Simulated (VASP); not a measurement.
# Li3ZrN2 (P-6m2) in VASP: further runs

Runs on Li3ZrN2. Level: PBE. Tasks: single point, relaxation of cell and atoms.

All numbers are computed with VASP 6.6.1; they aren't measurements. Logs are shortened: lines on timing, memory, paths and dates and some standing lists are left out, and cuts for length are marked.

## Step 1: The cell of the first run

It takes space group P-6m2 (No. 187, hexagonal). Conventional cell: a = 3.243 Å, b = 3.243 Å, c = 7.886 Å, α = 90.00°, β = 90.00°, γ = 120.00°. Within 2.4 Å of Li (site symmetry 3m) lie 1 Li at 1.82 Å and 3 Zr at 2.08 Å. Within 3.1 Å of Li (site symmetry -6m2) lie 6 N at 2.31 Å and 2 Li at 3.04 Å. Zr (site symmetry -6m2) has 6 Li at 2.08 Å and 2 N at 2.59 Å within 2.8 Å. Within 3.1 Å of N (site symmetry 3m) lie 6 Li at 2.31 to 2.52 Å and 1 Zr at 2.59 Å and 1 N at 2.70 Å.

The cell was built from a structure type or drawn by symmetry, and may not be a known phase.

## Step 2: Single point, PBE

File INCAR:

```
PREC = Accurate
ENCUT = 520
EDIFF = 1E-7
ISMEAR = 0
SIGMA = 0.1
LREAL = F
LASPH = T
NELM = 80
ALGO = Normal
ISIF = 2
LWAVE = F
LCHARG = F
GGA = PE
NBANDS = 24
```

File KPOINTS:

```
regular mesh
0
Gamma
  6 6 2
```

File POSCAR:

```
Li3ZrN2
1.0
    3.2425995600      0.0000000000      0.0000000000
   -1.6212997800      2.8081736000      0.0000000000
    0.0000000000      0.0000000000      7.8860903000
Li Zr N
3 1 2
Direct
    0.6666666700      0.3333333300      0.8848819900
    0.6666666700      0.3333333300      0.1151180100
    0.6666666700      0.3333333300      0.5000000000
    0.3333333300      0.6666666700      0.0000000000
    0.3333333300      0.6666666700      0.3285497400
    0.3333333300      0.6666666700      0.6714502600
```

Potentials or basis: VASP PAW PBE potentials, release 64 (Li_sv, Zr_sv, N).

Command:

```
> cat potpaw_PBE.64/Li_sv/POTCAR potpaw_PBE.64/Zr_sv/POTCAR potpaw_PBE.64/N/POTCAR > POTCAR
> mpirun -np 1 vasp_std > vasp.out
```

OUTCAR:

```text
PREC = Accurate
   ENCUT = 520
   EDIFF = 1E-7
   ISMEAR = 0
   LREAL = F
   LASPH = T
   NELM = 80
   ISIF = 2
   GGA = PE

 ion  position               nearest neighbor table
   1  0.667  0.333  0.885-   2 1.82   4 2.08   4 2.08   4 2.08
   2  0.667  0.333  0.115-   1 1.82   4 2.08   4 2.08   4 2.08
   3  0.667  0.333  0.500-
   4  0.333  0.667  0.000-   1 2.08   2 2.08   1 2.08   2 2.08   1 2.08   2 2.08   5 2.59   6 2.59

   5  0.333  0.667  0.329-   4 2.59
   6  0.333  0.667  0.671-   4 2.59

  LATTYP: Found a hexagonal cell.
 ALAT       =     3.2425995600
 C/A-ratio  =     2.4320271912

  Lattice vectors:

 A1 = (   3.2425995600,   0.0000000000,   0.0000000000)
 A2 = (  -1.6212997800,   2.8081736000,   0.0000000000)
 A3 = (   0.0000000000,   0.0000000000,   7.8860903000)

Analysis of symmetry for initial positions (statically):
=====================================================================
 Subroutine PRICEL returns:
 Original cell was already a primitive cell.

 Routine SETGRP: Setting up the symmetry group for a
 hexagonal supercell.

 Subroutine GETGRP returns: Found 12 space group operations
 (whereof 12 operations were pure point group operations)
 out of a pool of 24 trial point group operations.

The static configuration has the point symmetry D_3h.

Analysis of symmetry for dynamics (positions and initial velocities):
=====================================================================
 Subroutine PRICEL returns:
 Original cell was already a primitive cell.

 Routine SETGRP: Setting up the symmetry group for a
 hexagonal supercell.

 Subroutine GETGRP returns: Found 12 space group operations
 (whereof 12 operations were pure point group operations)
 out of a pool of 24 trial point group operations.

The dynamic configuration has the point symmetry D_3h.

 Subroutine INISYM returns: Found 12 space group operations
 (whereof 12 operations are pure point group operations),
 and found     1 'primitive' translations

----------------------------------------------------------------------------------------

                                     Primitive cell

  volume of cell :      71.8090

  direct lattice vectors                    reciprocal lattice vectors
     3.242599560  0.000000000  0.000000000     0.308394540  0.178051670  0.000000000
    -1.621299780  2.808173600  0.000000000     0.000000000  0.356103341  0.000000000
     0.000000000  0.000000000  7.886090300     0.000000000  0.000000000  0.126805548

  length of vectors
     3.242599560  3.242599566  7.886090300     0.356103341  0.356103341  0.126805548

  position of ions in fractional coordinates (direct lattice)
     0.666666670  0.333333330  0.884881990
     0.666666670  0.333333330  0.115118010
     0.666666670  0.333333330  0.500000000
     0.333333330  0.666666670  0.000000000
     0.333333330  0.666666670  0.328549740
     0.333333330  0.666666670  0.671450260

  ion indices of the primitive-cell ions
   primitive index   ion index
                 1           1
                 2           2
                 3           3
                 4           4
                 5           5
                 6           6

----------------------------------------------------------------------------------------

 KPOINTS: regular mesh

Automatic generation of k-mesh.
 Grid dimensions read from file:
 generate k-points for:    6    6    2

 Generating k-lattice:

  Cartesian coordinates                     Fractional coordinates (reciprocal lattice)
     0.051399090  0.029675278  0.000000000     0.166666667  0.000000000  0.000000000
     0.000000000  0.059350557  0.000000000     0.000000000  0.166666667  0.000000000
     0.000000000  0.000000000  0.063402774     0.000000000  0.000000000  0.500000000

  Length of vectors
     0.059350557  0.059350557  0.063402774

  Shift w.r.t. Gamma in fractional coordinates (k-lattice)
     0.000000000  0.000000000  0.000000000

 Subroutine IBZKPT returns following result:
 ===========================================

 Found     14 irreducible k-points:

 Following reciprocal coordinates:
            Coordinates               Weight
  0.000000  0.000000  0.000000      1.000000
  0.166667  0.000000  0.000000      6.000000
  0.333333  0.000000  0.000000      6.000000
  0.500000  0.000000  0.000000      3.000000
  0.166667  0.166667  0.000000      6.000000
  0.333333  0.166667  0.000000     12.000000
  0.333333  0.333333  0.000000      2.000000
  0.000000  0.000000  0.500000      1.000000
  0.166667  0.000000  0.500000      6.000000
  0.333333  0.000000  0.500000      6.000000
  0.500000  0.000000  0.500000      3.000000
  0.166667  0.166667  0.500000      6.000000
  0.333333  0.166667  0.500000     12.000000
  0.333333  0.333333  0.500000      2.000000
   k-points           NKPTS =     14   k-points in BZ     NKDIM =     14   number of bands    NBANDS=     24
   number of dos      NEDOS =    301   number of ions     NIONS =      6
[... 123 lines left out ...]
      3     -43.4800      2.00000
      4     -40.0406      2.00000
      5     -23.1502      2.00000
      6     -22.9638      2.00000
[... 16 lines left out ...]
     23      12.2745      0.00000
     24      12.6702      0.00000

 k-point     6 :       0.3333    0.1667    0.0000
  band No.  band energies     occupation
      1     -44.8720      2.00000
      2     -43.8000      2.00000
      3     -43.4738      2.00000
      4     -40.0381      2.00000
      5     -23.3349      2.00000
      6     -23.0515      2.00000
[... 16 lines left out ...]
     23      11.9771      0.00000
     24      12.0778      0.00000

 k-point     7 :       0.3333    0.3333    0.0000
  band No.  band energies     occupation
      1     -44.7664      2.00000
      2     -43.9048      2.00000
      3     -43.4718      2.00000
      4     -40.0372      2.00000
      5     -23.3584      2.00000
      6     -23.1263      2.00000
[... 16 lines left out ...]
     23      12.7376      0.00000
     24      12.8562      0.00000

 k-point     8 :       0.0000    0.0000    0.5000
  band No.  band energies     occupation
      1     -45.3901      2.00000
      2     -43.4904      2.00000
      3     -43.2861      2.00000
      4     -40.0450      2.00000
      5     -22.9597      2.00000
      6     -22.8078      2.00000
[... 16 lines left out ...]
     23      11.8232      0.00000
     24      12.9157      0.00000

 k-point     9 :       0.1667    0.0000    0.5000
  band No.  band energies     occupation
      1     -45.2874      2.00000
      2     -43.4862      2.00000
      3     -43.3878      2.00000
      4     -40.0432      2.00000
      5     -22.9614      2.00000
      6     -22.9532      2.00000
[... 16 lines left out ...]
     23      12.2047      0.00000
     24      13.0561      0.00000

 k-point    10 :       0.3333    0.0000    0.5000
  band No.  band energies     occupation
      1     -45.0380      2.00000
      2     -43.6352      2.00000
      3     -43.4778      2.00000
      4     -40.0398      2.00000
      5     -23.2345      2.00000
      6     -22.9646      2.00000
[... 16 lines left out ...]
     23      12.4709      0.00000
     24      13.0246      0.00000

 k-point    11 :       0.5000    0.0000    0.5000
  band No.  band energies     occupation
      1     -44.8712      2.00000
      2     -43.8009      2.00000
      3     -43.4737      2.00000
      4     -40.0380      2.00000
      5     -23.3708      2.00000
      6     -23.0101      2.00000
[... 16 lines left out ...]
     23      10.9192      0.00000
     24      11.5368      0.00000

 k-point    12 :       0.1667    0.1667    0.5000
  band No.  band energies     occupation
      1     -45.1081      2.00000
      2     -43.5655      2.00000
      3     -43.4800      2.00000
      4     -40.0406      2.00000
      5     -23.1501      2.00000
      6     -22.9638      2.00000
[... 16 lines left out ...]
     23      12.5544      0.00000
     24      13.1944      0.00000

 k-point    13 :       0.3333    0.1667    0.5000
  band No.  band energies     occupation
      1     -44.8720      2.00000
      2     -43.8000      2.00000
      3     -43.4738      2.00000
      4     -40.0381      2.00000
      5     -23.3349      2.00000
      6     -23.0515      2.00000
[... 16 lines left out ...]
     23      11.5998      0.00000
     24      12.7680      0.00000

 k-point    14 :       0.3333    0.3333    0.5000
  band No.  band energies     occupation
      1     -44.7664      2.00000
      2     -43.9050      2.00000
      3     -43.4717      2.00000
      4     -40.0372      2.00000
      5     -23.3584      2.00000
      6     -23.1263      2.00000
[... 16 lines left out ...]
     23      12.8134      0.00000
     24      12.9754      0.00000

------------------------ aborting loop because EDIFF is reached ----------------------------------------

  FORCE on cell =-STRESS in cart. coord.  units (eV):
  Direction    XX          YY          ZZ          XY          YZ          ZX
  --------------------------------------------------------------------------------------
  -------------------------------------------------------------------------------------
  Total       12.4886798     12.4886798     -7.8454415      0.0000000      0.0000000      0.0000000
  in kB      278.6429731    278.6429744   -175.0446942      0.0000000      0.0000000      0.0000000
  external PRESSURE =     127.4137511 kB  Pullay stress =       0.0000000 kB

 VOLUME and BASIS-vectors are now :
 -----------------------------------------------------------------------------
  energy-cutoff  :      520.00
  volume of cell :       71.81
      direct lattice vectors                 reciprocal lattice vectors
     3.242599560  0.000000000  0.000000000     0.308394540  0.178051670  0.000000000
    -1.621299780  2.808173600  0.000000000     0.000000000  0.356103341  0.000000000
     0.000000000  0.000000000  7.886090300     0.000000000  0.000000000  0.126805548

 POSITION                                       TOTAL-FORCE (eV/Angst)
 -----------------------------------------------------------------------------------
      1.62130      0.93606      6.97826        -0.000000      0.000000     -7.911575
      1.62130      0.93606      0.90783        -0.000000     -0.000000      7.911575
      1.62130      0.93606      3.94305        -0.000000      0.000000      0.000000
     -0.00000      1.87212      0.00000        -0.000000      0.000000      0.000000
     -0.00000      1.87212      2.59097         0.000000     -0.000000     -3.588035
     -0.00000      1.87212      5.29512         0.000000      0.000000      3.588035
 -----------------------------------------------------------------------------------
    total drift:                                0.000028     -0.000016      0.000000

  FREE ENERGIE OF THE ION-ELECTRON SYSTEM (eV)
  ---------------------------------------------------
  free  energy   TOTEN  =       -18.7542916826 eV

  energy  without entropy=      -18.7228431725  energy(sigma->0) =      -18.73856743
```

It took 24 s on 1 thread of Intel Xeon Platinum 8259CL at 2.50GHz (Skylake/Cascade Lake), shared host; peak memory 0.18 GiB.

What came out:

```
Free energy            : -18.7543 eV
Largest force          : 7.912 eV/Å
Band gap on the k mesh : zero (an odd number of electrons rules out a gap without spin polarisation)
```

Forces on the atoms (eV/Å):
```
Li   0.000  0.000 -7.912
Li   0.000  0.000  7.912
Li   0.000  0.000  0.000
Zr   0.000  0.000  0.000
N    0.000  0.000 -3.588
N    0.000  0.000  3.588
```

Caveat: the k points lie up to 0.40 Å⁻¹ apart, too coarse for converged energies and pressures of a metal; the cutoff is under 1.25 times the usual one of these potentials, so pressure, stress and relaxed cells hold a basis-set (Pulay) error; forces of over 1 eV/Å act on the atoms, so gaps and moduli don't describe the material at rest.

## Step 3: Single point, PBE

This run uses another cell than the first one, of 14.21 Å³/atom.

File INCAR:

```
ALGO = Normal ; EDIFF = 1E-6
ENCUT = 520 ; GGA = PE
ISIF = 2 ; ISMEAR = 0
LASPH = True ; LCHARG = True
LELF = True ; LREAL = False
LVHAR = True ; LWAVE = False
NBANDS = 24 ; NELM = 100
PREC = Accurate ; SIGMA = 0.1
```

File KPOINTS:

```
k-points
0
Gamma
  6 6 2
```

File POSCAR:

```
Li3ZrN2
1.0
    3.4434874215      0.0000000000      0.0000000000
   -1.7217437107      2.9821475846      0.0000000000
    0.0000000000      0.0000000000      8.3013751444
Li Zr N
3 1 2
Direct
    0.6666666667      0.3333333333      0.7592119448
    0.6666666667      0.3333333333      0.2407880552
    0.6666666667      0.3333333333      0.5000000000
    0.3333333333      0.6666666667      0.0000000000
    0.3333333333      0.6666666667      0.2449083002
    0.3333333333      0.6666666667      0.7550916998
```

Potentials or basis: VASP PAW PBE potentials, release 64 (Li_sv, Zr_sv, N).

Command:

```
> cat potpaw_PBE.64/Li_sv/POTCAR potpaw_PBE.64/Zr_sv/POTCAR potpaw_PBE.64/N/POTCAR > POTCAR
> mpirun -np 1 vasp_std > vasp.out
```

Wall time 46 s (1 thread of Intel Xeon Platinum 8259CL at 2.50GHz (Skylake/Cascade Lake), shared host); peak memory 0.22 GiB.

It converged, with:

- Free energy: -30.8010 eV
- Largest force: 0.029 eV/Å
- Band gap on the k mesh: zero (an odd number of electrons rules out a gap without spin polarisation)

Forces on the atoms (eV/Å):
```
Li   0.000  0.000 -0.011
Li   0.000  0.000  0.011
Li   0.000  0.000  0.000
Zr   0.000  0.000  0.000
N    0.000  0.000  0.029
N    0.000  0.000 -0.029
```

Levels at points of the mesh, in eV from the Fermi level:
```tsv
k point	band 13	band 14	band 15	band 16	band 17	band 18	band 19	band 20
(0.00, 0.00, 0.00)	-0.67	-0.67	0.12	0.12	1.62	1.62	2.36	5.02
(0.50, 0.00, 0.00)	-1.38	-1.06	-0.60	0.24	2.54	2.61	3.96	4.73
(0.00, 0.00, 0.50)	-0.69	-0.69	0.14	0.14	1.62	1.62	3.05	5.26
(0.50, 0.00, 0.50)	-1.41	-1.06	-0.55	-0.45	2.02	2.91	4.57	4.72
```

Caveat: the k points lie up to 0.38 Å⁻¹ apart, too coarse for converged energies and pressures of a metal; the cutoff is under 1.25 times the usual one of these potentials, so pressure, stress and relaxed cells hold a basis-set (Pulay) error.

## Step 4: Relaxation of cell and atoms, PBE

File INCAR:

```
SYSTEM = Li3ZrN2
ALGO     = Normal         ! electronic algorithm
EDIFF    = 1E-6           ! SCF threshold, eV
EDIFFG   = -0.04          ! ionic threshold
ENCUT    = 600            ! plane-wave cutoff, eV
GGA      = PE             ! functional
IBRION   = 2              ! ionic algorithm
ISIF     = 3              ! what is computed and relaxed
ISMEAR   = 0              ! smearing method
LASPH    = .True.         ! aspherical terms in the spheres
LCHARG   = .False.        ! write CHGCAR
LREAL    = .False.        ! projectors in reciprocal space
LWAVE    = .False.        ! write WAVECAR
NELM     = 80             ! most SCF steps
NSW      = 90             ! ionic steps
PREC     = Accurate       ! precision mode
SIGMA    = 0.1            ! smearing width, eV
```

File KPOINTS:

```
k-points
0
Gamma
  6 6 2
  0 0 0
```

File POSCAR:

```
Li3ZrN2
1.0
    3.2425995600      0.0000000000      0.0000000000
   -1.6212997800      2.8081736000      0.0000000000
    0.0000000000      0.0000000000      7.8860903000
Li Zr N
3 1 2
Direct
    0.6666666700      0.3333333300      0.8848819900
    0.6666666700      0.3333333300      0.1151180100
    0.6666666700      0.3333333300      0.5000000000
    0.3333333300      0.6666666700      0.0000000000
    0.3333333300      0.6666666700      0.3285497400
    0.3333333300      0.6666666700      0.6714502600
```

Command:

```
> cat potpaw_PBE.64/Li_sv/POTCAR potpaw_PBE.64/Zr_sv/POTCAR potpaw_PBE.64/N/POTCAR > POTCAR
> mpirun -np 1 vasp_std > vasp.out
```

It took 6 min on 1 thread of Intel Xeon Platinum 8259CL at 2.50GHz (Skylake/Cascade Lake), shared host; peak memory 0.23 GiB.

It converged, with:

- Free energy: -30.7884 eV
- Relaxed volume: 14.36 Å³/atom
- Relaxed cell: a = 3.459 Å, b = 3.459 Å, c = 8.315 Å, α = 90.00°, β = 90.00°, γ = 120.00°
- Space group after relaxing (to 0.1 Å): P-6m2 (No. 187)
- Energy gained by relaxing: 2004.2 meV/atom
- Ionic steps: 16
- Pressure after relaxing: -0.3 GPa
- Largest force after relaxing: 0.033 eV/Å
- Band gap on the k mesh: zero (an odd number of electrons rules out a gap without spin polarisation)

Forces on the atoms (eV/Å):
```
Li   0.000  0.000  0.033
Li   0.000  0.000 -0.033
Li   0.000  0.000  0.000
Zr   0.000  0.000  0.000
N    0.000  0.000  0.006
N    0.000  0.000 -0.006
```

Stress tensor (GPa, compression positive):
```
-0.34  0.00  0.00
 0.00 -0.34  0.00
 0.00  0.00 -0.10
```

The path:
| step | energy change (eV) | largest force (eV/Å) | pressure (GPa) | volume (Å³) |
| --- | --- | --- | --- | --- |
| 1 | 0.0000 | 7.9023 | 12.65 | 71.81 |
| 2 | -7.9959 | 4.4286 | -1.83 | 81.39 |
| 3 | -9.1271 | 4.8146 | 4.54 | 93.60 |
| 4 | -10.4511 | 2.0095 | -3.01 | 87.68 |
| 5 | -10.6023 | 1.1596 | -1.95 | 89.39 |
| 6 | -10.6007 | 1.3262 | -2.20 | 89.07 |
| 7 | -11.2244 | 0.9606 | -3.06 | 86.54 |
| 8 | -11.7939 | 1.1486 | -2.26 | 82.08 |
| 9 | -10.8616 | 1.3984 | 6.94 | 71.78 |
| 10 | -11.8738 | 0.8660 | -1.03 | 80.39 |
| 11 | -11.8753 | 0.8532 | -0.86 | 80.12 |
| 12 | -11.9020 | 0.5008 | 4.17 | 78.31 |
| 13 | -11.9214 | 0.3321 | 2.10 | 79.00 |
| 14 | -11.9861 | 0.1512 | 1.51 | 81.08 |
| 15 | -12.0208 | 0.0607 | 0.76 | 84.25 |
| 16 | -12.0254 | 0.0334 | -0.26 | 86.17 |

Final structure:
```
Li Zr N
1.0
     3.45916    0.00000    0.00000
    -1.72958    2.99572    0.00000
     0.00000    0.00000    8.31541
Li Zr N
3 1 2
Direct
  0.66667 0.33333 0.75900
  0.66667 0.33333 0.24100
  0.66667 0.33333 0.50000
  0.33333 0.66667 0.00000
  0.33333 0.66667 0.24458
  0.33333 0.66667 0.75542
```

Levels at points of the mesh, in eV from the Fermi level:
```tsv
k point	band 13	band 14	band 15	band 16	band 17	band 18	band 19
(0.00, 0.00, 0.00)	-0.69	-0.69	0.10	0.10	1.60	1.60	2.32
(0.50, 0.00, 0.00)	-1.38	-1.05	-0.60	0.24	2.51	2.63	3.92
(0.00, 0.00, 0.50)	-0.70	-0.70	0.13	0.13	1.60	1.60	3.01
(0.50, 0.00, 0.50)	-1.41	-1.05	-0.55	-0.45	2.02	2.88	4.70
```

Caveat: the k points lie up to 0.38 Å⁻¹ apart in the final cell, too coarse for converged energies and pressures of a metal; the cutoff is under 1.25 times the usual one of these potentials, so pressure, stress and relaxed cells hold a basis-set (Pulay) error; the volume moved by over 15 % at a fixed basis, so the end points are rough.

## Step 5: Overview

```tsv
task	cell	cutoff (eV)	gap on the mesh (eV)	largest force (eV/Å)
single point	a = 3.243, b = 3.243, c = 7.886 Å, angles 90.0, 90.0, 120.0°, 6 atoms, atomic positions A	520	none	7.91
single point	a = 3.443, b = 3.443, c = 8.301 Å, angles 90.0, 90.0, 120.0°, 6 atoms, atomic positions B	520	none	0.03
relaxation of cell and atoms	relaxed from a = 3.243, b = 3.243, c = 7.886 Å, angles 90.0, 90.0, 120.0°, 6 atoms, atomic positions A	600	none	0.03
```

Alike in all rows: level PBE; potentials or basis VASP PAW PBE potentials, release 64 (Li_sv, Zr_sv, N); no spin polarisation; k mesh 6 × 6 × 2; smearing gaussian 0.1 eV.

Caveats: all runs use coarse meshes; the cutoff is under 1.25 times the usual one of these potentials, so pressure, stress and relaxed cells hold a basis-set (Pulay) error; forces of over 1 eV/Å act on the atoms, so gaps and moduli don't describe the material at rest (at least some runs); the volume moved by over 15 % at a fixed basis, so the end points are rough (at least some runs).

Total energies depend on the potentials used, so only differences within one code and one set of settings carry meaning.
